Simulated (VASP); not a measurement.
Runs of VASP 6.6.1 on Co4F. The structure is that of space group Im-3m (No. 229), or close to it. The cells are those of the table. The cell was built from a structure type or drawn by symmetry, and may not be a known phase.

```csv
task,cell,k mesh,cutoff (eV),gap on the mesh (eV),pressure (GPa),moment (μB)
single point,"a = 4.384 Å, angles 109.5°, 5 atoms",10 × 10 × 10,520,none,(a),7.93
single point,"a = 4.389 Å, angles 109.5°, 5 atoms",6 × 6 × 6,520,none,(b),8.14
single point,"a = 4.051 Å, angles 109.5°, 5 atoms",6 × 6 × 6,520,none,42.3,6.94
relaxation of cell and atoms,"relaxed from a = 4.051 Å, angles 109.5°, 5 atoms",6 × 6 × 6,600,none,-0.1,8.14
```

Alike in all rows: level PBE; potentials or basis VASP PAW PBE potentials, release 64 (Co, F); spin collinear, ferromagnetic start; smearing gaussian 0.1 eV.

Question: Fill in the values left out.

Answer: (a) -0.5; (b) -0.4.

Caveats: the cell stands under pressure (at least some runs).

A gap of «none» marks levels without a gap at the run's occupations.
